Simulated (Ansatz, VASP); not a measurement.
**WS2 in VASP and in Ansatz**

The input INCAR:

```
PREC = Accurate ; ENCUT = 520
EDIFF = 1E-7 ; ISMEAR = 0
SIGMA = 0.02 ; LREAL = F
LASPH = T ; NELM = 80
ALGO = Normal ; ISIF = 2
LWAVE = F ; LCHARG = F
GGA = PE ; NBANDS = 35
```

File KPOINTS:

```
regular mesh
0
Gamma
  12 12 4
```

The input POSCAR:

```
WS2
1.0
    3.2074748576      0.0563813940      0.0367289961
   -1.5549097093      2.8059375829      0.0367147118
    0.1443750000      0.2500000000     12.4602500000
W S
2 4
Direct
    0.3455076318      0.6544923682      0.2500000000
    0.6424104773      0.3575895227      0.7500000000
    0.3659445080      0.6721733386      0.6326946448
    0.6792880583      0.3609773369      0.1098518682
    0.3278266614      0.6340554920      0.8673053552
    0.6390226631      0.3207119417      0.3901481318
```

Input for Ansatz:

```yaml
crystal:
  lattice:
    - [3.2074748576, 0.056381394, 0.0367289961]
    - [-1.5549097093, 2.8059375829, 0.0367147118]
    - [0.144375, 0.25, 12.46025]
  atoms:
    - { symbol: W, position: [0.3455076318, 0.6544923682, 0.25] }
    - { symbol: W, position: [0.6424104773, 0.3575895227, 0.75] }
    - { symbol: S, position: [0.365944508, 0.6721733386, 0.6326946448] }
    - { symbol: S, position: [0.6792880583, 0.3609773369, 0.1098518682] }
    - { symbol: S, position: [0.3278266614, 0.634055492, 0.8673053552] }
    - { symbol: S, position: [0.6390226631, 0.3207119417, 0.3901481318] }
basis:
  ecutwfc: 420
kpoints:
  mp_grid: { grid: [12, 12, 4] }
hamiltonian:
  xc: pbe
scf:
  occupations: { method: gaussian, width: 0.02 }
output:
  forces: true
  stress: true
  eigenvalues: true
  populations: true
```

Alike in both runs: task single point; functional PBE; k mesh 12 × 12 × 4; occupations gaussian, width 0.02 eV; no spin polarisation.

|  | VASP | Ansatz |
| --- | --- | --- |
| version | VASP 6.6.1 | Ansatz 0.2.0 |
| potentials or method | VASP PAW PBE potentials, release 64 (W_sv, S), cutoff 520 eV | scalar-relativistic, plane waves, PAW |
| valence electrons in the cell | 52 | 52 |

VASP gave:

```
gap on the k mesh at the Fermi level (eV)                     : 0.60
least direct gap on the mesh (eV)                             : 0.61
pressure (GPa)                                                : -1.5
traceless stress, the component that is largest in VASP (GPa) : -6.14
rms of the force components (eV/Å)                            : 2.208
```

Q: What did Ansatz give for the same quantities?

A: gap on the k mesh at the Fermi level (eV): 0.58; least direct gap on the mesh (eV): 0.60; pressure (GPa): -1.4; traceless stress, the component that is largest in VASP (GPa): -6.15; rms of the force components (eV/Å): 2.213.

Atom by atom the forces differ by 0.005 eV/Å (rms over components). Ansatz's warnings: near symmetry operations not taken.

Neither program's run includes spin-orbit coupling.
